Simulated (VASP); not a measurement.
Runs of VASP 6.6.1 on FeSb. The structure is that of space group P6_3/mmc (No. 194), or close to it. The cells are those of the table. 

```csv
cell,gap on the mesh (eV),pressure (GPa),moment (μB)
"a = 4.140, b = 4.140, c = 5.231 Å, angles 90.0, 90.0, 120.0°, 4 atoms",none,-15.9,(b)
"a = 3.977, b = 3.977, c = 5.025 Å, angles 90.0, 90.0, 120.0°, 4 atoms",none,(a),2.13
"a = 4.060, b = 4.060, c = 5.130 Å, angles 90.0, 90.0, 120.0°, 4 atoms",none,-13.2,2.59
"a = 3.891, b = 3.891, c = 4.916 Å, angles 90.0, 90.0, 120.0°, 4 atoms",none,0.9,1.79
```

Alike in all rows: task single point; level LDA; potentials or basis VASP PAW LDA potentials, release 64 (Fe, Sb); spin collinear, ferromagnetic start; k mesh 8 × 8 × 6; cutoff (eV) 520; smearing fermi-dirac 0.1 eV.

**Question.** Estimate the missing entries.

**Answer.** (a) -7.8; (b) 3.22.

Caveats: spin-orbit coupling is left out, which moves the levels of the heavy elements; the run started ferromagnetic, and an antiferromagnetic order may lie lower in energy; the cell stands under tension (at least some runs).

A k mesh can miss the band edges, and the runs leave out spin-orbit coupling on Sb.

A gap of «none» marks levels without a gap at the run's occupations.
